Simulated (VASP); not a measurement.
# Al9O in VASP: relaxation of the atoms with PBE

Aim: the relaxation of the atoms of Al9O with PBE.

All numbers are computed with VASP 6.6.1; they aren't measurements. Logs are shortened: lines on timing, memory, paths and dates and some standing lists are left out, and cuts for length are marked.

**1. The cell of the first run**

The cell holds a slab with vacuum, 10 atoms: a = 2.854 Å, b = 9.806 Å, c = 20.290 Å, α = 90.00°, β = 90.00°, γ = 98.37°.

**2. Relaxation of the atoms, PBE**

Contents of INCAR:

```
PREC = Accurate ; ENCUT = 520
EDIFF = 1E-7 ; ISMEAR = 0
SIGMA = 0.1 ; LREAL = False
LASPH = True ; NELM = 120
ALGO = Normal ; ISIF = 2
LWAVE = False ; LCHARG = False
LDIPOL = True ; IDIPOL = 3
DIPOL = 0.5 0.5 0.333 ; GGA = PE
IBRION = 2 ; NSW = 36
EDIFFG = -0.025 ; GGA_COMPAT = False
NELMIN = 4 ; NELMDL = -8
KPAR = 4
```

Contents of KPOINTS:

```
Automatic mesh
0
Gamma
  9 3 1
```

Contents of POSCAR:

```
Al9O
1.0
    2.8535431553      0.0000000000      0.0000000000
   -1.4267715776      9.7014842380      0.0000000000
    0.0000000000      0.0000000000     20.2903703519
Al O
9 1
Selective dynamics
Direct
    0.5324432082      0.0648864163      0.1971378506  F F F
    0.6709612116      0.3419224231      0.2462112388  F F F
    0.2986648122      0.5973296244      0.2560259164  F F F
    0.9263684129      0.8527368258      0.2658405940  F F F
    0.0639544186      0.1277109169      0.3154271774  F F F
    0.1995835202      0.4042231294      0.3707799915  F F F
    0.8288001075      0.6596656514      0.3785021758  F F F
    0.4526153831      0.9110819252      0.3874246337  F F F
    0.5924854486      0.1814072004      0.4332286794  F F F
    1.0924854486      0.1814072004      0.4826793385  F F T
```

Potentials or basis: VASP PAW PBE potentials, release 64 (Al, O).

The run is started by

```console
> cat potpaw_PBE.64/Al/POTCAR potpaw_PBE.64/O/POTCAR > POTCAR
> mpirun -np 4 vasp_std > vasp.out
```

OUTCAR:

```text
PREC = Accurate
   ENCUT = 520
   EDIFF = 1E-7
   ISMEAR = 0
   LREAL = False
   LASPH = True
   NELM = 120
   ISIF = 2
   GGA = PE
   IBRION = 2
   NSW = 36
   EDIFFG = -0.025
   NELMIN = 4
   NELMDL = -8

 ion  position               nearest neighbor table
   1  0.532  0.065  0.197-   5 2.86   5 2.86   4 2.87   4 2.87   2 2.87
   2  0.671  0.342  0.246-   3 2.87   3 2.87   1 2.87   5 2.89   5 2.89   6 2.96   6 2.97
   3  0.299  0.597  0.256-   2 2.87   2 2.87   4 2.87   4 2.87   7 2.93   7 2.93   6 2.99
   4  0.926  0.853  0.266-   5 2.85   1 2.87   1 2.87   3 2.87   3 2.87   8 2.90   8 2.91   7 2.96

   5  0.064  0.128  0.315-   9 2.83   9 2.83   4 2.85   1 2.86   1 2.86   2 2.89   2 2.89   6 2.91
                             8 2.93   8 2.93
   6  0.200  0.404  0.371-   7 2.86   7 2.87   9 2.88   9 2.89   5 2.91   2 2.96   2 2.97   3 2.99

   7  0.829  0.660  0.379-   8 2.83   8 2.83   6 2.86   6 2.87   3 2.93   3 2.93   4 2.96
   8  0.453  0.911  0.387-   9 2.78   7 2.83   7 2.83   4 2.90   4 2.91   5 2.93   5 2.93
   9  0.592  0.181  0.433-  10 1.74  10 1.74   8 2.78   5 2.83   5 2.83   6 2.88   6 2.89
  10  0.092  0.181  0.483-   9 1.74   9 1.74

  LATTYP: Found a base centered orthorhombic cell.
 ALAT       =     2.8535431553
 B/A-ratio  =     6.7996057603
 C/A-ratio  =     7.1105882223

  Lattice vectors:

 A1 = (   1.4267715776,  -9.7014842380,   0.0000000000)
 A2 = (   1.4267715777,   9.7014842380,   0.0000000000)
 A3 = (   0.0000000000,   0.0000000000,  20.2903703519)

Analysis of symmetry for initial positions (statically):
=====================================================================
 Subroutine PRICEL returns:
 Original cell was already a primitive cell.

 Routine SETGRP: Setting up the symmetry group for a
 base centered orthorhombic supercell.

 Subroutine GETGRP returns: Found  1 space group operations
 (whereof  1 operations were pure point group operations)
 out of a pool of  8 trial point group operations.

The static configuration has the point symmetry C_1 .

Analysis of symmetry for dynamics (positions and initial velocities):
=====================================================================
 Subroutine PRICEL returns:
 Original cell was already a primitive cell.

 Routine SETGRP: Setting up the symmetry group for a
 base centered orthorhombic supercell.

 Subroutine GETGRP returns: Found  1 space group operations
 (whereof  1 operations were pure point group operations)
 out of a pool of  8 trial point group operations.

The dynamic configuration has the point symmetry C_1 .

Analysis of constrained symmetry for selective dynamics:
=====================================================================
 Subroutine PRICEL returns:
 Original cell was already a primitive cell.

 Routine SETGRP: Setting up the symmetry group for a
 base centered orthorhombic supercell.

 Subroutine GETGRP returns: Found  1 space group operations
 (whereof  1 operations were pure point group operations)
 out of a pool of  8 trial point group operations.

The constrained configuration has the point symmetry C_1 .

 Subroutine INISYM returns: Found  1 space group operations
 (whereof  1 operations are pure point group operations),
 and found     1 'primitive' translations

----------------------------------------------------------------------------------------

                                     Primitive cell

  volume of cell :     561.7106

  direct lattice vectors                    reciprocal lattice vectors
     2.853543155  0.000000000  0.000000000     0.350441520  0.051538506  0.000000000
    -1.426771578  9.701484238  0.000000000     0.000000000  0.103077011  0.000000000
     0.000000000  0.000000000 20.290370352     0.000000000  0.000000000  0.049284463

  length of vectors
     2.853543155  9.805838748 20.290370352     0.354211062  0.103077011  0.049284463

  position of ions in fractional coordinates (direct lattice)
     0.532443208  0.064886416  0.197137851
     0.670961212  0.341922423  0.246211239
     0.298664812  0.597329624  0.256025916
     0.926368413  0.852736826  0.265840594
     0.063954419  0.127710917  0.315427177
[... 57 lines left out ...]
 -----------------------------------------------------------------------------

 WARNING: IBZKPT: internal override: KBLOWUP is changed to .FALSE.
      ... skipping the blow-up phase ...

 Subroutine IBZKPT returns following result:
 ===========================================

 Found     14 irreducible k-points:

 Following reciprocal coordinates:
            Coordinates               Weight
  0.000000  0.000000  0.000000      1.000000
  0.111111 -0.000000  0.000000      2.000000
  0.222222 -0.000000  0.000000      2.000000
  0.333333 -0.000000  0.000000      2.000000
  0.444444 -0.000000  0.000000      2.000000
  0.000000  0.333333  0.000000      2.000000
  0.111111  0.333333  0.000000      2.000000
  0.222222  0.333333  0.000000      2.000000
  0.333333  0.333333  0.000000      2.000000
  0.444444  0.333333  0.000000      2.000000
 -0.444444  0.333333  0.000000      2.000000
 -0.333333  0.333333  0.000000      2.000000
 -0.222222  0.333333  0.000000      2.000000
 -0.111111  0.333333  0.000000      2.000000
   k-points           NKPTS =     14   k-points in BZ     NKDIM =     14   number of bands    NBANDS=     22
   number of dos      NEDOS =    301   number of ions     NIONS =     10
   total plane-waves  NPLWV = 307200
   dimension x,y,z NGX =    24 NGY =   80 NGZ =  160
   dimension x,y,z NGXF=    48 NGYF=  160 NGZF=  320
   ions per type =               9   1
   NGX,Y,Z   is equivalent  to a cutoff of  13.98, 13.56, 13.11 a.u.
   NGXF,Y,Z  is equivalent  to a cutoff of  27.96, 27.13, 26.22 a.u.
 SYSTEM =  unknown system
   PREC   = accura    normal or accurate (medium, high low for compatibility)
   ISTART =      0    job   : 0-new  1-cont  2-samecut
   ICHARG =      2    charge: 1-file 2-atom 10-const
   ISPIN  =      1    spin polarized calculation?
   LNONCOLLINEAR =      F non collinear calculations
   LSORBIT =      F    spin-orbit coupling
   LASPH  =      T    aspherical Exc in radial PAW
   ENCUT  =  520.0 eV  38.22 Ry    6.18 a.u.   5.31 18.23 37.73*2*pi/ulx,y,z
   NELM   =    120;   NELMIN=  4; NELMDL= -8     # of ELM steps
   EDIFF  = 0.1E-06   stopping-criterion for ELM
   LREAL  =      F    real-space projection
   EDIFFG = -.3E-01   stopping-criterion for IOM
   NSW    =     36    number of steps for IOM
   IBRION =      2    ionic relax: 0-MD 1-quasi-New 2-CG
   NFREE  =      1    steps in history (QN), initial steepest desc. (CG)
   ISIF   =      2    stress and relaxation
   ISYM   =      2    0-nonsym 1-usesym 2-fastsym
   POTIM  = 0.5000    time-step for ionic-motion
   TEBEG  =    0.0;   TEEND  =   0.0 temperature during run
   PSTRESS=    0.0 pullay stress
   NELECT =      33.0000    total number of electrons
   NUPDOWN=      -1.0000    fix difference up-down
   EMIN   =  10.00;   EMAX   =-10.00  energy-range for DOS
   EFERMI =   0.00;   METHOD = LEGACY
   ISMEAR =     0;   SIGMA  =   0.10  broadening in eV -4-tet -1-fermi 0-gaus
   EFERMI_NEDOS =   21; number of points for ismear=-14 and -15
   IALGO  =     38    algorithm
   IMIX   =      4    mixing-type and parameters
     AMIX     =   0.40;   BMIX     =  1.00
     AMIX_MAG =   1.60;   BMIX_MAG =  1.00
  volume/ion in A,a.u.               =      56.17       379.06
  Fermi-wavevector in a.u.,A,eV,Ry     =   0.636417  1.202654  5.510726  0.405027
  Thomas-Fermi vector in A             =   1.701081
   LORBIT       =      0    0 simple, 1 ext, 2 COOP (PROOUT), +10 PAW based schemes
   GGA     = PE    functional components
   LHFCALC =     F    Hartree Fock is set to
   AEXX    =    0.0000 exact exchange contribution
   IVDW    =     0    specifies the selected vdW correction
   LEPSILON=     F    determine dielectric tensor
   LRPA    =     F    only Hartree local field effects (RPA)
 conjugate gradient relaxation of ions
 non-spin polarized calculation
 Gauss-broadening in eV      SIGMA  =   0.10
  energy-cutoff  :      520.00
  volume of cell :      561.71
 maximum number of plane-waves:     15170
 NGX is ok and might be reduce to    24
   NGX = 11   NGY = 37   NGZ = 75

--------------------------------------- Ionic step        1  -------------------------------------------

 number of electron      32.9999994 magnetization

 Free energy of the ion-electron system (eV)
  ---------------------------------------------------
  ext. energy  EPLUGINS =         0.00000000
  ---------------------------------------------------
  free energy    TOTEN  =       -39.29637184 eV

  energy without entropy =      -39.27086669  energy(sigma->0) =      -39.28361926

------------------------ aborting loop because EDIFF is reached ----------------------------------------

  FORCE on cell =-STRESS in cart. coord.  units (eV):
  Direction    XX          YY          ZZ          XY          YZ          ZX
  --------------------------------------------------------------------------------------
  -------------------------------------------------------------------------------------
  Total       -4.8169869     -4.1854184      0.3569117      1.1268891     -0.0153775      0.0847056
  in kB      -13.7395795    -11.9381453      1.0180258      3.2142465     -0.0438614      0.2416072
  external PRESSURE =      -8.2198997 kB  Pullay stress =       0.0000000 kB
[... 75 lines left out ...]
--------------------------------------- Ionic step        3  -------------------------------------------

 number of electron      32.9999995 magnetization

 dipolmoment           0.000000      0.000000      0.204952 electrons x Angstroem

 Free energy of the ion-electron system (eV)
  ---------------------------------------------------
  ext. energy  EPLUGINS =         0.00000000
  ---------------------------------------------------
  free energy    TOTEN  =       -39.32010874 eV

  energy without entropy =      -39.29364455  energy(sigma->0) =      -39.30687664

 E-fermi :  -1.2390     XC(G=0):  -3.7600

 val. band max:       -1.2774262668   @ k =   0.4444   0.3333   0.0000
 cond. band min:      -1.2218080445   @ k =   0.0000   0.3333   0.0000
 fundamental gap:      0.0556182223
 Fermi energy:        -1.2390321788

 k-point     1 :       0.0000    0.0000    0.0000
  band No.  band energies     occupation
      1     -19.8654      2.00000
      2     -11.2383      2.00000
      3      -9.7264      2.00000
      4      -9.6153      2.00000
      5      -8.7564      2.00000
      6      -7.2298      2.00000
[... 339 lines left out ...]
     21       1.1510      0.00000
     22       1.7137      0.00000

------------------------ aborting loop because EDIFF is reached ----------------------------------------

 vacuum level on the upper side and lower side of the slab       (xc-potential included)         0.570        -0.737

  FORCE on cell =-STRESS in cart. coord.  units (eV):
  Direction    XX          YY          ZZ          XY          YZ          ZX
  --------------------------------------------------------------------------------------
  -------------------------------------------------------------------------------------
  Total       -3.5802716     -4.0494316      1.3240748      1.1204703     -0.0016711      0.0878938
  in kB      -10.2120740    -11.5502676      3.7766828      3.1959378     -0.0047666      0.2507011
  external PRESSURE =      -5.9952196 kB  Pullay stress =       0.0000000 kB
[... 25 lines left out ...]
  FREE ENERGIE OF THE ION-ELECTRON SYSTEM (eV)
  ---------------------------------------------------
  free  energy   TOTEN  =       -39.3201087368 eV

  energy  without entropy=      -39.2936445488  energy(sigma->0) =      -39.30687664

 reached required accuracy - stopping structural energy minimisation

 vacuum level on the upper side and lower side of the slab         4.191         2.846
```

It took 5.1 min on 4 MPI ranks of AMD EPYC 7R43 (Zen 3), shared host; peak memory 0.74 GiB.

Results:

```yaml
Free_energy: -39.3201 eV
Energy_gained_by_relaxing: 2.4 meV/atom
Ionic_steps: 3
Band_gap_on_the_k_mesh: zero (an odd number of electrons rules out a gap without spin polarisation)
```

Step by step:
```
step  energy change (eV)  largest force on free atoms (eV/Å)  pressure (GPa)
   1              0.0000                              0.8647           -0.82
   2             -0.0224                              0.2047           -0.65
   3             -0.0237                              0.0021           -0.60
```

Final structure:
```
CELL_PARAMETERS angstrom
2.85354 0.00000 0.00000
-1.42677 9.70148 0.00000
0.00000 0.00000 20.29037
ATOMIC_POSITIONS crystal
Al 0.53244 0.06489 0.19714
Al 0.67096 0.34192 0.24621
Al 0.29866 0.59733 0.25603
Al 0.92637 0.85274 0.26584
Al 0.06395 0.12771 0.31543
Al 0.19958 0.40422 0.37078
Al 0.82880 0.65967 0.37850
Al 0.45262 0.91108 0.38742
Al 0.59249 0.18141 0.43323
O 0.09249 0.18141 0.48001
```

Caveat: an odd number of electrons without spin polarisation forces a metal; a magnetic or distorted state may lie lower.

The gap in the log of VASP goes by the Fermi energy; the results here count the filled bands.